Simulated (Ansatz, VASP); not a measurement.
Rh in VASP and in Ansatz

```
Rh
1.0
     0.00000    1.89079    1.89079
     1.89079    0.00000    1.89079
     1.89079    1.89079    0.00000
Rh
1
Cartesian
  0.0000 0.0000 0.0000
```

Alike in both runs: functional PBEsol; k mesh 20 × 20 × 20; occupations fermi-dirac, width 0.1 eV; no spin polarisation.

Ansatz relaxed the structure, and its values are those at the end. VASP's run is a single point on that final structure, the one shown.

```csv
,VASP,Ansatz
version,VASP 6.6.1,Ansatz 0.2.0
potentials or method,"VASP PAW PBE potentials, release 64 (Rh_pv)","PAW with Ansatz's default frozen-core files, scalar-relativistic"
plane-wave cutoff (eV),520,420
valence electrons in the cell,15,17
```

|  | VASP | Ansatz | Ansatz less VASP |
| --- | --- | --- | --- |
| pressure (GPa) | -0.1 | 0.0 | +0.09 |

VASP's potentials were made for PBE, not for PBEsol. The functional is the same, so the differences come from potentials, cutoffs and numerics. VASP's potentials hold 15 valence electrons a cell and Ansatz's 17, so a difference there can come from the potentials and not from the codes.
